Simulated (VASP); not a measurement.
BeS, 2 atoms in the cell. Symmetry: I-4m2, No. 119, tetragonal system. Conventional cell: a = 3.273 Å, b = 3.273 Å, c = 4.779 Å, α = 90.00°, β = 90.00°, γ = 90.00°. Be (site symmetry -4m2) has 4 S at 2.03 Å within 2.7 Å. S (site symmetry -4m2) has 4 Be at 2.03 Å within 2.7 Å.  This cell differs from its parent crystal: volume 12.796 Å^3 an atom, c/a of the conventional cell 1.0326.

| Property | Result |
| --- | --- |
| Program | VASP 6.6.1 |
| Task | single point |
| Functional | PBEsol |
| Potentials or basis | VASP PAW PBE potentials, release 64 (Be, S) |
| Cutoff | 520 eV |
| k mesh | 10 × 10 × 10 |
| Occupations | gaussian, width 0.05 eV |
| Spin | no spin polarisation |
| Dipole correction | no |
| Further INCAR settings | ALGO = Normal; EDIFF = 1e-07; NBANDS = 11 |

Potentials or basis: VASP PAW PBE potentials, release 64 (Be, S).

Launch:

```sh
$ cat potpaw_PBE.64/Be/POTCAR potpaw_PBE.64/S/POTCAR > POTCAR
$ mpirun -np 1 vasp_std > vasp.out
```

Hardware: 1 thread of Intel Xeon 8259CL, on a shared host.

**Question.** Estimate the wall time of this run.

**Answer.** Wall time 58 s on 1 thread of Intel Xeon 8259CL, with other jobs on the host, peak memory 0.16 GiB. Counts: scf iterations 13, k points 102.
